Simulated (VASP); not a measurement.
# Ta (Fd-3m) in VASP: a series of runs, part 3 of 3

VASP 6.6.1. Earlier steps stand in the parts before.

## 6. Single point, revPBE

This run uses another cell than the first one, of 29.01 Å³/atom, 0.962 times its volume.

File INCAR:

```
SYSTEM = Ta
  PREC = Accurate
  ENCUT = 520
  EDIFF = 1E-7
  ISMEAR = -1
  SIGMA = 0.1
  LREAL = .FALSE.
  LASPH = .TRUE.
  NELM = 80
  ALGO = Normal
  ISIF = 2
  LWAVE = .FALSE.
  LCHARG = .FALSE.
  GGA = RE
  NBANDS = 18
```

File KPOINTS:

```
Automatic mesh
0
G
  15 15 15
  0 0 0
```

File POSCAR:

```
Ta
1.0
    0.0000000000      3.0725185201      3.0725185201
    3.0725185201      0.0000000000      3.0725185201
    3.0725185201      3.0725185201      0.0000000000
Ta
2
Direct
    0.1250000000      0.1250000000      0.1250000000
    0.8750000000      0.8750000000      0.8750000000
```

Potentials or basis: VASP PAW PBE potentials, release 64 (Ta_pv).

Started as:

```console
$ cat potpaw_PBE.64/Ta_pv/POTCAR > POTCAR
$ mpirun -np 1 vasp_std > vasp.out
```

OUTCAR:

```text
SYSTEM = Ta
   PREC = Accurate
   ENCUT = 520
   EDIFF = 1E-7
   ISMEAR = -1
   LREAL = .FALSE.
   LASPH = .TRUE.
   NELM = 80
   ISIF = 2
   GGA = RE

 ion  position               nearest neighbor table
   1  0.125  0.125  0.125-   2 2.66   2 2.66   2 2.66   2 2.66
   2  0.875  0.875  0.875-   1 2.66   1 2.66   1 2.66   1 2.66

  LATTYP: Found a face centered cubic cell.
 ALAT       =     6.1450370402

  Lattice vectors:

 A1 = (   0.0000000000,   3.0725185201,   3.0725185201)
 A2 = (   3.0725185201,   0.0000000000,   3.0725185201)
 A3 = (   3.0725185201,   3.0725185201,   0.0000000000)

Analysis of symmetry for initial positions (statically):
=====================================================================
 Subroutine PRICEL returns:
 Original cell was already a primitive cell.

 Routine SETGRP: Setting up the symmetry group for a
 face centered cubic supercell.

 Subroutine GETGRP returns: Found 48 space group operations
 (whereof 12 operations were pure point group operations)
 out of a pool of 48 trial point group operations.

The static configuration has the point symmetry D_3d.
 The point group associated with its full space group is O_h .

Analysis of symmetry for dynamics (positions and initial velocities):
=====================================================================
 Subroutine PRICEL returns:
 Original cell was already a primitive cell.

 Routine SETGRP: Setting up the symmetry group for a
 face centered cubic supercell.

 Subroutine GETGRP returns: Found 48 space group operations
 (whereof 12 operations were pure point group operations)
 out of a pool of 48 trial point group operations.

The dynamic configuration has the point symmetry D_3d.
 The point group associated with its full space group is O_h .

 Subroutine INISYM returns: Found 48 space group operations
 (whereof 12 operations are pure point group operations),
 and found     1 'primitive' translations

----------------------------------------------------------------------------------------

                                     Primitive cell

  volume of cell :      58.0114

  direct lattice vectors                    reciprocal lattice vectors
     0.000000000  3.072518520  3.072518520    -0.162732949  0.162732949  0.162732949
     3.072518520  0.000000000  3.072518520     0.162732949 -0.162732949  0.162732949
     3.072518520  3.072518520  0.000000000     0.162732949  0.162732949 -0.162732949

  length of vectors
     4.345197362  4.345197362  4.345197362     0.281861736  0.281861736  0.281861736

  position of ions in fractional coordinates (direct lattice)
     0.125000000  0.125000000  0.125000000
     0.875000000  0.875000000  0.875000000

  ion indices of the primitive-cell ions
   primitive index   ion index
                 1           1
                 2           2

----------------------------------------------------------------------------------------

 KPOINTS: Automatic mesh

Automatic generation of k-mesh.
 Grid dimensions read from file:
 generate k-points for:   15   15   15

 Generating k-lattice:

  Cartesian coordinates                     Fractional coordinates (reciprocal lattice)
    -0.010848863  0.010848863  0.010848863     0.066666667  0.000000000  0.000000000
     0.010848863 -0.010848863  0.010848863     0.000000000  0.066666667  0.000000000
     0.010848863  0.010848863 -0.010848863     0.000000000  0.000000000  0.066666667

  Length of vectors
     0.018790782  0.018790782  0.018790782

  Shift w.r.t. Gamma in fractional coordinates (k-lattice)
     0.000000000  0.000000000  0.000000000

 Subroutine IBZKPT returns following result:
 ===========================================

 Found    120 irreducible k-points:

 Following reciprocal coordinates:
            Coordinates               Weight
  0.000000  0.000000  0.000000      1.000000
  0.066667  0.000000  0.000000      8.000000
  0.133333  0.000000  0.000000      8.000000
  0.200000  0.000000  0.000000      8.000000
  0.266667  0.000000  0.000000      8.000000
  0.333333  0.000000  0.000000      8.000000
[... 16 lines left out ...]
  0.133333  0.133333  0.000000      6.000000
  0.200000  0.133333  0.000000     24.000000
 [... further k-points ...]
   k-points           NKPTS =    120   k-points in BZ     NKDIM =    120   number of bands    NBANDS=     18
   number of dos      NEDOS =    301   number of ions     NIONS =      2
   total plane-waves  NPLWV =  32768
   dimension x,y,z NGX =    32 NGY =   32 NGZ =   32
   dimension x,y,z NGXF=    64 NGYF=   64 NGZF=   64
   ions per type =               2
   NGX,Y,Z   is equivalent  to a cutoff of  12.24, 12.24, 12.24 a.u.
   NGXF,Y,Z  is equivalent  to a cutoff of  24.49, 24.49, 24.49 a.u.
 SYSTEM =  Ta
   PREC   = accura    normal or accurate (medium, high low for compatibility)
   ISTART =      0    job   : 0-new  1-cont  2-samecut
   ICHARG =      2    charge: 1-file 2-atom 10-const
   ISPIN  =      1    spin polarized calculation?
   LNONCOLLINEAR =      F non collinear calculations
   LSORBIT =      F    spin-orbit coupling
   LASPH  =      T    aspherical Exc in radial PAW
   ENCUT  =  520.0 eV  38.22 Ry    6.18 a.u.   8.08  8.08  8.08*2*pi/ulx,y,z
   NELM   =     80;   NELMIN=  2; NELMDL= -5     # of ELM steps
   EDIFF  = 0.1E-06   stopping-criterion for ELM
   LREAL  =      F    real-space projection
   EDIFFG = 0.1E-05   stopping-criterion for IOM
   NSW    =      0    number of steps for IOM
   IBRION =     -1    ionic relax: 0-MD 1-quasi-New 2-CG
   NFREE  =      0    steps in history (QN), initial steepest desc. (CG)
   ISIF   =      2    stress and relaxation
   ISYM   =      2    0-nonsym 1-usesym 2-fastsym
   POTIM  = 0.5000    time-step for ionic-motion
   TEBEG  =    0.0;   TEEND  =   0.0 temperature during run
   PSTRESS=    0.0 pullay stress
   NELECT =      22.0000    total number of electrons
   NUPDOWN=      -1.0000    fix difference up-down
   EMIN   =  10.00;   EMAX   =-10.00  energy-range for DOS
   EFERMI =   0.00;   METHOD = LEGACY
   ISMEAR =    -1;   SIGMA  =   0.10  broadening in eV -4-tet -1-fermi 0-gaus
   EFERMI_NEDOS =   21; number of points for ismear=-14 and -15
   IALGO  =     38    algorithm
   IMIX   =      4    mixing-type and parameters
     AMIX     =   0.40;   BMIX     =  1.00
     AMIX_MAG =   1.60;   BMIX_MAG =  1.00
  volume/ion in A,a.u.               =      29.01       195.74
  Fermi-wavevector in a.u.,A,eV,Ry     =   1.184981  2.239289 19.105013  1.404179
  Thomas-Fermi vector in A             =   2.321184
   LORBIT       =      0    0 simple, 1 ext, 2 COOP (PROOUT), +10 PAW based schemes
   GGA     = RE    functional components
   LHFCALC =     F    Hartree Fock is set to
   AEXX    =    0.0000 exact exchange contribution
   IVDW    =     0    specifies the selected vdW correction
   LEPSILON=     F    determine dielectric tensor
   LRPA    =     F    only Hartree local field effects (RPA)
 non-spin polarized calculation
  energy-cutoff  :      520.00
  volume of cell :       58.01
 maximum number of plane-waves:      1588
   NGX = 17   NGY = 17   NGZ = 17

 number of electron      22.0000005 magnetization

 Free energy of the ion-electron system (eV)
  ---------------------------------------------------
  ext. energy  EPLUGINS =         0.00000000
  ---------------------------------------------------
  free energy    TOTEN  =       -17.18905902 eV

  energy without entropy =      -17.05580587  energy(sigma->0) =      -17.12243245

 E-fermi :   1.9624     XC(G=0):  -9.8705

 val. band max:        1.9536344909   @ k =   0.4667   0.3333   0.1333
 cond. band min:       1.9662966417   @ k =   0.4667   0.1333   0.0667
 fundamental gap:      0.0126621508
 Fermi energy:         1.9624220739

 k-point     1 :       0.0000    0.0000    0.0000
  band No.  band energies     occupation
      1     -32.2146      2.00000
      2     -32.2146      2.00000
      3     -32.2146      2.00000
      4     -31.4643      2.00000
      5     -31.4643      2.00000
      6     -31.4643      2.00000
[... 10 lines left out ...]
     17       7.6235      0.00000
     18      11.7562      0.00000
[... 463 lines left out ...]
 k-point    24 :       0.2000    0.1333    0.0000
  band No.  band energies     occupation
      1     -32.2620      2.00000
      2     -32.2620      2.00000
      3     -32.1697      2.00000
      4     -31.5157      2.00000
      5     -31.4146      2.00000
      6     -31.4142      2.00000
[... 10 lines left out ...]
     17       7.8023      0.00000
     18      11.2569      0.00000

 [... further k-points ...]

------------------------ aborting loop because EDIFF is reached ----------------------------------------

  FORCE on cell =-STRESS in cart. coord.  units (eV):
  Direction    XX          YY          ZZ          XY          YZ          ZX
  --------------------------------------------------------------------------------------
  -------------------------------------------------------------------------------------
  Total        0.0215708      0.0215708      0.0215708     -0.0000000     -0.0000000     -0.0000000
  in kB        0.5957477      0.5957477      0.5957477     -0.0000000     -0.0000000     -0.0000000
  external PRESSURE =       0.5957477 kB  Pullay stress =       0.0000000 kB

 VOLUME and BASIS-vectors are now :
 -----------------------------------------------------------------------------
  energy-cutoff  :      520.00
  volume of cell :       58.01
      direct lattice vectors                 reciprocal lattice vectors
     0.000000000  3.072518520  3.072518520    -0.162732949  0.162732949  0.162732949
     3.072518520  0.000000000  3.072518520     0.162732949 -0.162732949  0.162732949
     3.072518520  3.072518520  0.000000000     0.162732949  0.162732949 -0.162732949

 POSITION                                       TOTAL-FORCE (eV/Angst)
 -----------------------------------------------------------------------------------
      0.76813      0.76813      0.76813        -0.000000     -0.000000     -0.000000
      5.37691      5.37691      5.37691         0.000000      0.000000      0.000000
 -----------------------------------------------------------------------------------
    total drift:                                0.000000      0.000000     -0.000000

  FREE ENERGIE OF THE ION-ELECTRON SYSTEM (eV)
  ---------------------------------------------------
  free  energy   TOTEN  =       -17.1890590239 eV

  energy  without entropy=      -17.0558058736  energy(sigma->0) =      -17.12243245
```

OSZICAR:

```text
N       E                     dE             d eps       ncg     rms          rms(c)
DAV:   1     0.166487966807E+03    0.16649E+03   -0.12496E+04  4320   0.116E+03
DAV:   2    -0.132950537732E+02   -0.17978E+03   -0.17700E+03  5408   0.325E+02
DAV:   3    -0.174376315845E+02   -0.41426E+01   -0.40436E+01  5444   0.465E+01
DAV:   4    -0.174843726303E+02   -0.46741E-01   -0.46523E-01  5350   0.511E+00
DAV:   5    -0.174849392961E+02   -0.56667E-03   -0.56640E-03  5392   0.520E-01    0.113E+01
DAV:   6    -0.172312787908E+02    0.25366E+00   -0.54021E-01  5552   0.494E+00    0.588E+00
DAV:   7    -0.171918698852E+02    0.39409E-01   -0.19488E-01  5648   0.337E+00    0.118E+00
DAV:   8    -0.171889422965E+02    0.29276E-02   -0.18833E-02  5096   0.821E-01    0.115E-01
DAV:   9    -0.171890417417E+02   -0.99445E-04   -0.49699E-04  4890   0.159E-01    0.667E-02
DAV:  10    -0.171890594130E+02   -0.17671E-04   -0.47217E-05  5164   0.512E-02    0.407E-03
DAV:  11    -0.171890594483E+02   -0.35267E-07   -0.28935E-06  5488   0.846E-03    0.509E-03
DAV:  12    -0.171890589627E+02    0.48564E-06   -0.39567E-07  4682   0.424E-03    0.818E-04
DAV:  13    -0.171890590239E+02   -0.61180E-07   -0.83192E-09  2552   0.799E-04
   1 F= -.17189059E+02 E0= -.17122432E+02  d E =-.133253E+00
```

It took 30 s on 1 thread of Intel Xeon 6975P-C (Granite Rapids), shared host; peak memory 0.24 GiB.

What came out:

- Free energy: -17.1891 eV
- Pressure: 0.1 GPa
- Band gap on the k mesh: zero (band 11 reaches 2.41 eV, above the bottom of band 12 at 1.65 eV)

Caveat: the PAW data sets were made with another functional, which shifts forces and pressure a little; spin-orbit coupling is left out, which moves the levels of the heavy elements.

## 7. Overview

| task | cell | k mesh | cutoff (eV) | gap on the mesh (eV) | pressure (GPa) |
| --- | --- | --- | --- | --- | --- |
| single point | a = 4.402 Å, angles 60.0°, 2 atoms | 10 × 10 × 10 | 520 | none | -2.4 |
| single point | a = 4.458 Å, angles 60.0°, 2 atoms | 10 × 10 × 10 | 520 | none | -4.5 |
| single point | a = 4.512 Å, angles 60.0°, 2 atoms | 10 × 10 × 10 | 520 | none | -6.2 |
| relaxation of cell and atoms | relaxed from a = 4.101 Å, angles 60.0°, 2 atoms | 9 × 9 × 9 | 600 | none | 0.0 |
| single point | a = 4.345 Å, angles 60.0°, 2 atoms | 15 × 15 × 15 | 520 | none | 0.1 |

Alike in all rows: level revPBE; potentials or basis VASP PAW PBE potentials, release 64 (Ta_pv); no spin polarisation; smearing fermi-dirac 0.1 eV.

Caveats: the PAW data sets were made with another functional, which shifts forces and pressure a little; spin-orbit coupling is left out, which moves the levels of the heavy elements; the volume moved by over 15 % at a fixed basis, so the end points are rough (some runs).

Total energies depend on the potentials used, so only differences within one code and one set of settings carry meaning.
